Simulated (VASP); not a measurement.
Set up this calculation in VASP 6.6.1, as the native input.

```
Task                   : single point
Functional             : PBE
Potentials or basis    : VASP PAW PBE potentials, release 64 (Au)
Cutoff                 : 520 eV
k mesh                 : 24 × 24 × 24
Occupations            : gaussian, width 0.15 eV
Spin                   : no spin polarisation
Dipole correction      : no
Further INCAR settings : ALGO = Fast; EDIFF = 1e-07; NBANDS = 12
```

The structure of Au lies in POSCAR:

```
Au
1.0
    0.0000000000      2.0166676752      2.0478532578
    2.0166676752      0.0000000000      2.0478532578
    2.0166676752      2.0166676752      0.0000000000
Au
1
Direct
    0.0000000000      0.0000000000      0.0000000000
```

This cell differs from its parent crystal: strain -0.030 along x and y, -0.015 along z.

These files were run (other wordings do the same):

INCAR

```
SYSTEM = Au
PREC = Accurate ; ENCUT = 520
EDIFF = 1E-7 ; ISMEAR = 0
SIGMA = 0.15 ; LREAL = .FALSE.
LASPH = .TRUE. ; NELM = 100
ALGO = Fast ; ISIF = 2
LWAVE = .FALSE. ; LCHARG = .FALSE.
GGA = PE ; NBANDS = 12
```

KPOINTS

```
regular mesh
0
G
  24 24 24
  0 0 0
```

Potentials or basis: VASP PAW PBE potentials, release 64 (Au).

Run with:

```sh
$ cat potpaw_PBE.64/Au/POTCAR > POTCAR
$ mpirun -np 1 vasp_std > vasp.out
```

Results of the run:

```json
{
 "Pressure": "13.0 GPa",
 "Band gap on the k mesh": "zero (an odd number of electrons rules out a gap without spin polarisation)"
}
```

Caveat: the cell differs from its parent crystal (strain -0.030 along x and y, -0.015 along z); the cell stands under pressure; spin-orbit coupling is left out, which moves the levels of the heavy elements.

It took 4.2 min on 1 thread of AMD EPYC 7R43 64-Core Processor (Zen 3), with other jobs on the host, peak memory 0.28 GiB.
